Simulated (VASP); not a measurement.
# MgGa6N8 (a cell with a defect) in VASP: single point with LDA

Aim: the single point of MgGa6N8 (a cell with a defect) with LDA.

All numbers are computed with VASP 6.6.1; they aren't measurements. Logs are shortened: lines on timing, memory, paths and dates and some standing lists are left out, and cuts for length are marked.

## 1. The cell of the first run

The cell holds a defect, 15 atoms: a = 6.378 Å, b = 5.523 Å, c = 5.192 Å, α = 90.00°, β = 90.00°, γ = 90.00°.

## 2. Single point, LDA

Contents of INCAR:

```
SYSTEM = MgGa6N8
PREC     = Accurate       ! precision mode
ENCUT    = 520            ! plane-wave cutoff, eV
EDIFF    = 1E-6           ! SCF threshold, eV
ISMEAR   = -1             ! smearing method
SIGMA    = 0.05           ! smearing width, eV
LREAL    = Auto         
LASPH    = .True.         ! aspherical terms in the spheres
NELM     = 80             ! most SCF steps
ALGO     = Normal         ! electronic algorithm
ISIF     = 2              ! what is computed and relaxed
LWAVE    = .False.        ! write WAVECAR
LCHARG   = .True.         ! write CHGCAR
LELF     = .True.         ! ELF
LVHAR    = .True.       
NBANDS   = 73             ! bands
```

Contents of KPOINTS:

```
Automatic mesh
0
Gamma
  2 2 2
  0 0 0
```

Contents of POSCAR:

```
MgGa6N8
1.0
   -3.1889300000     -5.5233890000      0.0000000000
    4.7833960000     -2.7616950000      0.0000000000
    0.0000000000      0.0000000000      5.1923570000
Ga N Mg
6 8 1
Direct
    0.4921734886      0.6773097252      0.5047682421
    0.2474386277      0.1249860209      0.5379341680
    0.2506941866      0.8347628255      0.9971367701
   -0.0024094968      0.6720188469      0.5045981537
    0.0063265676      0.3337826296      0.9906927633
    0.7531568669      0.8268044432      1.0017811068
    0.4981523509      0.6904123064      0.8626493822
    0.3489135292      0.3960869705      0.3406256878
    0.2473640577      0.1607836916      0.8793043784
    0.2428462204      0.8441019818      0.3660411154
    0.0059288011      0.6643462308      0.8679013384
    0.1389192568      0.3952967152      0.3366927260
    0.7666617009      0.1602256660      0.9728624475
    0.7454942512      0.7073985012      0.3428420820
    0.5083400812      0.3450159653      0.9950864282
```

Potentials or basis: VASP PAW LDA potentials, release 64 (Ga_d, N, Mg).

Command:

```console
> cat potpaw_LDA.64/Ga_d/POTCAR potpaw_LDA.64/N/POTCAR potpaw_LDA.64/Mg/POTCAR > POTCAR
> mpirun -np 1 vasp_std > vasp.out
```

OUTCAR:

```text
SYSTEM = MgGa6N8
   PREC = Accurate
   ENCUT = 520
   EDIFF = 1E-6
   ISMEAR = -1
   LREAL = Auto
   LASPH = .True.
   NELM = 80
   ISIF = 2

 ion  position               nearest neighbor table
   1  0.492  0.677  0.505-  14 1.83   7 1.86  10 1.97   8 1.99  15 3.14  15 3.22
   2  0.247  0.125  0.538-   9 1.78  10 1.79   8 1.93  12 1.95   3 2.87  15 3.14
   3  0.251  0.835  0.997-   7 1.90   9 1.90  10 1.92  11 1.94   2 2.87  15 3.17  15 3.26
   4  0.998  0.672  0.505-  14 1.82  11 1.89  10 1.97  12 1.98
   5  0.006  0.334  0.991-  13 1.81   9 1.90  11 1.93  12 2.01  15 3.18  15 3.20
   6  0.753  0.827  0.002-  13 1.85  14 1.89   7 1.93  11 1.97  15 3.09  15 3.26
   7  0.498  0.690  0.863-   1 1.86   3 1.90   6 1.93  15 2.03
   8  0.349  0.396  0.341-  12 1.34   2 1.93   1 1.99  15 2.08
   9  0.247  0.161  0.879-   2 1.78   5 1.90   3 1.90  15 2.04
  10  0.243  0.844  0.366-   2 1.79   3 1.92   4 1.97   1 1.97
  11  0.006  0.664  0.868-   4 1.89   5 1.93   3 1.94   6 1.97
  12  0.139  0.395  0.337-   8 1.34   2 1.95   4 1.98   5 2.01
  13  0.767  0.160  0.973-   5 1.81   6 1.85  15 1.94
  14  0.745  0.707  0.343-   4 1.82   1 1.83   6 1.89
  15  0.508  0.345  0.995-  13 1.94   7 2.03   9 2.04   8 2.08   6 3.09   1 3.14   2 3.14   3 3.17
                             5 3.18   5 3.20   1 3.22   6 3.26   3 3.26

  LATTYP: Found a simple orthorhombic cell.
 ALAT       =     5.1923570000
 B/A-ratio  =     1.0637538891
 C/A-ratio  =     1.2283169645

  Lattice vectors:

 A1 = (   0.0000000000,   0.0000000000,  -5.1923570000)
 A2 = (   4.7833960000,  -2.7616950000,   0.0000000000)
 A3 = (  -3.1889300000,  -5.5233890000,   0.0000000000)

Analysis of symmetry for initial positions (statically):
=====================================================================
 Subroutine PRICEL returns:
 Original cell was already a primitive cell.

 Routine SETGRP: Setting up the symmetry group for a
 simple orthorhombic supercell.

 Subroutine GETGRP returns: Found  1 space group operations
 (whereof  1 operations were pure point group operations)
 out of a pool of  8 trial point group operations.

The static configuration has the point symmetry C_1 .

Analysis of symmetry for dynamics (positions and initial velocities):
=====================================================================
 Subroutine PRICEL returns:
 Original cell was already a primitive cell.

 Routine SETGRP: Setting up the symmetry group for a
 simple orthorhombic supercell.

 Subroutine GETGRP returns: Found  1 space group operations
[... 129 lines left out ...]
   IALGO  =     38    algorithm
   IMIX   =      4    mixing-type and parameters
     AMIX     =   0.40;   BMIX     =  1.00
     AMIX_MAG =   1.60;   BMIX_MAG =  1.00
  volume/ion in A,a.u.               =      12.19        82.29
  Fermi-wavevector in a.u.,A,eV,Ry     =   1.422504  2.688143 27.531629  2.023518
  Thomas-Fermi vector in A             =   2.543201
   LORBIT       =      0    0 simple, 1 ext, 2 COOP (PROOUT), +10 PAW based schemes
   GGA     = CA    functional components
   LHFCALC =     F    Hartree Fock is set to
   AEXX    =    0.0000 exact exchange contribution
   IVDW    =     0    specifies the selected vdW correction
   LEPSILON=     F    determine dielectric tensor
   LRPA    =     F    only Hartree local field effects (RPA)
 non-spin polarized calculation
  energy-cutoff  :      520.00
  volume of cell :      182.91
 maximum number of plane-waves:      4961
 NGX is ok and might be reduce to    48
   NGX = 23   NGY = 21   NGZ = 19

 number of electron     120.0000000 magnetization

 Free energy of the ion-electron system (eV)
  ---------------------------------------------------
  ext. energy  EPLUGINS =         0.00000000
  ---------------------------------------------------
  free energy    TOTEN  =       -99.16724538 eV

  energy without entropy =      -99.11473071  energy(sigma->0) =      -99.14098805

 E-fermi :   4.0202     XC(G=0): -11.2152

 val. band max:        3.9813201685   @ k =   0.0000   0.0000   0.5000
 cond. band min:       4.0598360511   @ k =   0.0000   0.5000   0.5000
 fundamental gap:      0.0785158825
 Fermi energy:         4.0201824670

 k-point     1 :       0.0000    0.0000    0.0000
  band No.  band energies     occupation
      1     -16.3886      2.00000
      2     -12.1753      2.00000
      3     -11.6300      2.00000
      4     -11.4449      2.00000
      5     -11.0814      2.00000
      6     -10.9225      2.00000
[... 589 lines left out ...]
     71      11.5382      0.00000
     72      11.5981      0.00000
 [bands above 72 left out]

------------------------ aborting loop because EDIFF is reached ----------------------------------------

  FORCE on cell =-STRESS in cart. coord.  units (eV):
  Direction    XX          YY          ZZ          XY          YZ          ZX
  --------------------------------------------------------------------------------------
  -------------------------------------------------------------------------------------
  Total       10.5829961      3.3373399      8.3858309     -3.7445671      1.4039711     -0.4111799
  in kB       92.6987707     29.2324878     73.4533216    -32.7994794     12.2976886     -3.6016146
  external PRESSURE =      65.1281934 kB  Pullay stress =       0.0000000 kB

 VOLUME and BASIS-vectors are now :
 -----------------------------------------------------------------------------
  energy-cutoff  :      520.00
  volume of cell :      182.91
      direct lattice vectors                 reciprocal lattice vectors
    -3.188930000 -5.523389000  0.000000000    -0.078396200 -0.135786200  0.000000000
     4.783396000 -2.761695000  0.000000000     0.156792372 -0.090524115  0.000000000
     0.000000000  0.000000000  5.192357000     0.000000000  0.000000000  0.192590764

 POSITION                                       TOTAL-FORCE (eV/Angst)
 -----------------------------------------------------------------------------------
      1.67033     -4.58899      2.62094        -0.011823      0.026761     -0.005209
     -0.19121     -1.71187      2.79315        -0.007390     -0.011748      0.006767
      3.19355     -3.69004      5.17749        -0.001309      0.005262      0.011981
      0.03329     -7.36599      2.62005        -0.021336     -0.002268      0.004433
      1.57644     -0.95675      5.14403         0.019051     -0.021336      0.019537
      1.55317     -6.44336      0.00925        -0.018106      0.014875     -0.012208
      1.71394     -4.65820      4.47918        -0.029715      0.009062      0.020333
      0.78198     -3.02106      1.76865        -0.127903     -0.278926     -0.036933
     -0.01973     -1.81032      4.56566         0.026331     -0.054986      0.067567
      3.26325     -3.67249      1.90062        -0.038459      0.018807     -0.043718
      3.15892     -1.86747      4.50645         0.005914      0.000789      0.013220
      1.44786     -1.85899      1.74823         0.145485      0.228442     -0.025160
     -1.67841     -4.67707      5.05145         0.017725      0.037742     -0.007769
      1.00644     -6.07127      1.78016         0.006415      0.006049     -0.014135
      0.02929     -3.76059      5.16684         0.035119      0.021475      0.001294
 -----------------------------------------------------------------------------------
    total drift:                                0.003114     -0.004113      0.005879

  FREE ENERGIE OF THE ION-ELECTRON SYSTEM (eV)
  ---------------------------------------------------
  free  energy   TOTEN  =       -99.1672453850 eV

  energy  without entropy=      -99.1147307079  energy(sigma->0) =      -99.14098805
```

OSZICAR:

```text
N       E                     dE             d eps       ncg     rms          rms(c)
DAV:   1     0.164002206938E+04    0.16400E+04   -0.51616E+04  1312   0.281E+03
DAV:   2     0.312941209925E+03   -0.13271E+04   -0.12580E+04  1168   0.831E+02
DAV:   3    -0.733476572777E+02   -0.38629E+03   -0.37247E+03  1488   0.270E+02
[... 13 lines left out ...]
DAV:  17    -0.991672413963E+02    0.51643E-04   -0.65685E-04  1680   0.126E-01    0.141E-02
DAV:  18    -0.991672468253E+02   -0.54290E-05   -0.69542E-05  1336   0.727E-02    0.119E-02
DAV:  19    -0.991672469548E+02   -0.12945E-06   -0.31242E-05  1608   0.541E-02    0.105E-02
DAV:  20    -0.991672453548E+02    0.16000E-05   -0.15925E-05  1232   0.186E-02    0.193E-03
DAV:  21    -0.991672453850E+02   -0.30139E-07   -0.97025E-07   800   0.106E-02
   1 F= -.99167245E+02 E0= -.99140988E+02  d E =-.525147E-01
```

Run time: 11 min. Hardware: 1 thread of AMD EPYC 7R43 (Zen 3), shared host; peak memory 0.22 GiB.

Results:

| Item | Value |
| --- | --- |
| Free energy | -99.1672 eV |
| Pressure | 6.5 GPa |
| Largest force | 0.309 eV/Å |
| Band gap on the k mesh | zero (bands 60 and 61 overlap by 0.19 eV) |

Forces on the atoms (eV/Å):
```
Ga  -0.012  0.027 -0.005
Ga  -0.007 -0.012  0.007
Ga  -0.001  0.005  0.012
Ga  -0.021 -0.002  0.004
Ga   0.019 -0.021  0.020
Ga  -0.018  0.015 -0.012
N   -0.030  0.009  0.020
N   -0.128 -0.279 -0.037
N    0.026 -0.055  0.068
N   -0.038  0.019 -0.044
N    0.006  0.001  0.013
N    0.145  0.228 -0.025
N    0.018  0.038 -0.008
N    0.006  0.006 -0.014
Mg   0.035  0.021  0.001
```

Levels at points of the mesh, in eV from the Fermi level:
| k point | band 56 | band 57 | band 58 | band 59 | band 60 | band 61 | band 62 | band 63 | band 64 | band 65 |
| --- | --- | --- | --- | --- | --- | --- | --- | --- | --- | --- |
| (0.00, 0.00, 0.00) | -0.87 | -0.65 | -0.57 | -0.37 | -0.24 | -0.06 | 2.44 | 4.53 | 5.10 | 5.35 |
| (0.50, 0.00, 0.00) | -1.49 | -1.13 | -0.86 | -0.61 | -0.17 | 0.25 | 3.56 | 3.72 | 5.18 | 5.73 |
| (0.00, 0.50, 0.00) | -1.03 | -0.95 | -0.66 | -0.51 | -0.15 | 0.24 | 3.41 | 4.52 | 4.90 | 5.32 |
| (0.50, 0.50, 0.00) | -1.59 | -1.35 | -0.99 | -0.73 | 0.12 | 0.34 | 4.40 | 4.46 | 5.08 | 5.48 |
| (0.00, 0.00, 0.50) | -1.27 | -1.16 | -0.67 | -0.39 | -0.25 | -0.04 | 3.98 | 4.33 | 4.77 | 5.01 |
| (0.50, 0.00, 0.50) | -1.55 | -1.23 | -1.03 | -0.59 | -0.15 | 0.06 | 4.18 | 4.77 | 5.08 | 5.30 |
| (0.00, 0.50, 0.50) | -1.54 | -1.23 | -0.96 | -0.46 | -0.09 | 0.04 | 4.07 | 4.32 | 4.71 | 4.97 |
| (0.50, 0.50, 0.50) | -1.68 | -1.30 | -1.21 | -0.76 | 0.08 | 0.47 | 4.40 | 4.48 | 5.01 | 5.30 |

Caveat: the k points lie up to 0.61 Å⁻¹ apart.
